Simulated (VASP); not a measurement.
Here is a VASP 6.6.1 calculation.

The input INCAR:

```
SYSTEM = Ta2N
  PREC = Accurate
  ENCUT = 700
  EDIFF = 1E-6
  ISMEAR = 0
  SIGMA = 0.15
  LREAL = .False.
  LASPH = .True.
  NELM = 120
  ALGO = Normal
  ISIF = 2
  LWAVE = .False.
  LCHARG = .False.
  NBANDS = 22
  GGA_COMPAT = .False.
```

Contents of KPOINTS:

```
regular mesh
0
Gamma
  18 18 10
  0 0 0
```

The input POSCAR:

```
Ta2N
1.0
    2.9270925406      0.0000000000      0.0000000000
   -1.4635462703      2.5349364994      0.0000000000
    0.0000000000      0.0000000000      4.9584947638
Ta N
2 1
Direct
    0.6666666667      0.3333333333      0.7466885012
    0.3333333333      0.6666666667      0.2533114988
    0.0000000000      0.0000000000      0.0000000000
```

Potentials or basis: VASP PAW LDA potentials, release 64 (Ta_sv_GW, N).

Command:

```sh
$ cat potpaw_LDA.64/Ta_sv_GW/POTCAR potpaw_LDA.64/N/POTCAR > POTCAR
$ mpirun -np 1 vasp_std > vasp.out
```

Problem. Estimate the largest force.

Solution. 1.197 eV/Å.

Problem. Predict the pressure.

Solution. 21.5 GPa.

Problem. Predict the band gap on the k mesh.

Solution. Zero (an odd number of electrons rules out a gap without spin polarisation).

Forces on the atoms (eV/Å):
```
Ta   0.000  0.000 -1.197
Ta   0.000  0.000  1.197
N    0.000  0.000  0.000
```

Caveat: the stress differs along the axes, from 8 to 28 GPa; spin-orbit coupling is left out, which moves the levels of the heavy elements; forces of over 1 eV/Å act on the atoms, so gaps and moduli don't describe the material at rest.
